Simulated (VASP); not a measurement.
A run of VASP 6.6.1 is set up as follows.

The input POSCAR:

```
SrTiO3
1.0
    3.9127013100      0.0000000000      0.0000000000
    0.0000000000      3.9127013100      0.0000000000
    0.0000000000      0.0000000000      3.9127013100
Sr Ti O
1 1 3
Direct
    0.0000000000      0.0000000000      0.0000000000
    0.5000000000      0.5000000000      0.5000000000
    0.5000000000      0.0000000000      0.5000000000
    0.5000000000      0.5000000000      0.0000000000
    0.0000000000      0.5000000000      0.5000000000
```

File INCAR.step1:

```
PREC = Accurate
ENCUT = 600
ISMEAR = 0
SIGMA = 0.02
LREAL = False
LASPH = True
NELM = 100
GGA = PE
ALGO = Normal
EDIFF = 1E-4
LWAVE = True
LCHARG = False
```

INCAR.step2

```
PREC = Accurate
ENCUT = 600
EDIFF = 1E-6
ISMEAR = 0
SIGMA = 0.02
LREAL = False
LASPH = True
NELM = 100
ALGO = Normal
ISIF = 3
LWAVE = False
LCHARG = False
METAGGA = R2SCAN
LMIXTAU = True
IBRION = 2
NSW = 100
EDIFFG = -0.005
ISTART = 1
```

Contents of KPOINTS:

```
Automatic mesh
0
Gamma
  8 8 8
```

Potentials or basis: VASP PAW PBE potentials, release 64 (Sr_sv, Ti_sv, O).

The run is started by

```console
$ cat potpaw_PBE.64/Sr_sv/POTCAR potpaw_PBE.64/Ti_sv/POTCAR potpaw_PBE.64/O/POTCAR > POTCAR
$ cp INCAR.step1 INCAR
$ mpirun -np 1 vasp_std > vasp.out
$ cp INCAR.step2 INCAR
$ mpirun -np 1 vasp_std > vasp.out
```

Q: Estimate the relaxed cell.

A: a = 3.912 Å, b = 3.912 Å, c = 3.912 Å, α = 90.00°, β = 90.00°, γ = 90.00°.

Q: What does it give for the relaxed volume?

A: 11.98 Å³/atom.

Final structure:
```cif
data_structure
_symmetry_space_group_name_H-M 'P 1'
_symmetry_Int_Tables_number 1
_cell_length_a 3.9122
_cell_length_b 3.9122
_cell_length_c 3.9122
_cell_angle_alpha 90.000
_cell_angle_beta 90.000
_cell_angle_gamma 90.000
_cell_volume 59.88
loop_
_atom_site_label
_atom_site_type_symbol
_atom_site_fract_x
_atom_site_fract_y
_atom_site_fract_z
_atom_site_occupancy
Sr1 Sr 0.00000 0.00000 0.00000 1
Ti1 Ti 0.50000 0.50000 0.50000 1
O1 O 0.50000 0.00000 0.50000 1
O2 O 0.50000 0.50000 0.00000 1
O3 O 0.00000 0.50000 0.50000 1
```

Caveat: the PAW data sets were made with another functional, which shifts forces and pressure a little.
